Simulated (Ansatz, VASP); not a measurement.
SnSe2: VASP beside Ansatz

The input INCAR:

```
SYSTEM = SnSe2
PREC     = Accurate       ! precision mode
ENCUT    = 520            ! plane-wave cutoff, eV
EDIFF    = 1E-6           ! SCF threshold, eV
ISMEAR   = -1             ! smearing method
SIGMA    = 0.02           ! smearing width, eV
LREAL    = .False.        ! projectors in reciprocal space
LASPH    = .True.         ! aspherical terms in the spheres
NELM     = 100            ! most SCF steps
ALGO     = Normal         ! electronic algorithm
ISIF     = 2              ! what is computed and relaxed
LWAVE    = .False.        ! write WAVECAR
LCHARG   = .False.        ! write CHGCAR
GGA      = PE             ! functional
NBANDS   = 35             ! bands
```

Contents of KPOINTS:

```
Automatic mesh
0
Gamma
  6 6 6
  0 0 0
```

POSCAR

```
SnSe2
1.0
   -2.8143962848      2.8143962848      5.5112833719
    2.8143962848     -2.8143962848      5.5112833719
    2.8143962848      2.8143962848     -5.5112833719
Sn Se
2 4
Direct
    0.7500000000      0.2500000000      0.5000000000
    0.0000000000      0.0000000000      0.0000000000
    0.5193771670      0.0193771670      0.5000000000
    0.7693771670      0.7693771670      0.0000000000
    0.2306228330      0.2306228330      0.0000000000
    0.9806228330      0.4806228330      0.5000000000
```

Input for Ansatz:

```yaml
crystal:
  lattice:
    - [-2.8143962848, 2.8143962848, 5.5112833719]
    - [2.8143962848, -2.8143962848, 5.5112833719]
    - [2.8143962848, 2.8143962848, -5.5112833719]
  atoms:
    - { symbol: Sn, position: [0.75, 0.25, 0.5] }
    - { symbol: Sn, position: [0.0, 0.0, 0.0] }
    - { symbol: Se, position: [0.519377167, 0.019377167, 0.5] }
    - { symbol: Se, position: [0.769377167, 0.769377167, 0.0] }
    - { symbol: Se, position: [0.230622833, 0.230622833, 0.0] }
    - { symbol: Se, position: [0.980622833, 0.480622833, 0.5] }
kpoints:
  mp_grid: { grid: [6, 6, 6] }
  band_path:
    path:
      - [[0.0, 0.0, 0.0], [-1.051737384161e-17, 1.051737384161e-17, 0.5], [0.25, 0.25, 0.25], [8.415114904846e-18, 0.5, -8.415114904846e-18], [0.0, 0.0, 0.0], [0.5, 0.5, -0.5], [0.3151936089535, 0.6848063910465, -0.3151936089535]]
      - [[-0.3151936089535, 0.3151936089535, 0.3151936089535], [0.0, 0.0, 0.0]]
      - [[-1.051737384161e-17, 1.051737384161e-17, 0.5], [-0.130387217907, 0.130387217907, 0.5]]
      - [[0.5, 0.5, -0.130387217907], [0.5, 0.5, -0.5]]
    npoints: 10
hamiltonian:
  xc: pbe
scf:
  occupations: { method: fermi_dirac, width: 0.02 }
  n_extra_bands: 5
output:
  forces: true
  stress: true
  eigenvalues: true
```

Alike in both runs: task single point; functional PBE; k mesh 6 × 6 × 6; occupations fermi-dirac, width 0.02 eV; no spin polarisation.

|  | VASP | Ansatz |
| --- | --- | --- |
| version | VASP 6.6.1 | Ansatz 0.2.0 |
| potentials or method | VASP PAW PBE potentials, release 64 (Sn_d, Se) | plane waves, PAW |
| plane-wave cutoff (eV) | 520 | 420 |
| valence electrons in the cell | 52 | 92 |

|  | VASP | Ansatz | Ansatz less VASP |
| --- | --- | --- | --- |
| pressure (GPa) | 1.9 | 1.9 | -0.04 |
| traceless stress, the component that is largest in VASP (GPa) | 0.66 | 0.64 | -0.023 |
| rms of the force components (eV/Å) | 0.099 | 0.096 | -0.0033 |

Atom by atom the forces differ by 0.003 eV/Å (rms over components). VASP's potentials hold 52 valence electrons a cell and Ansatz's 92, so a difference there can come from the potentials and not from the codes.
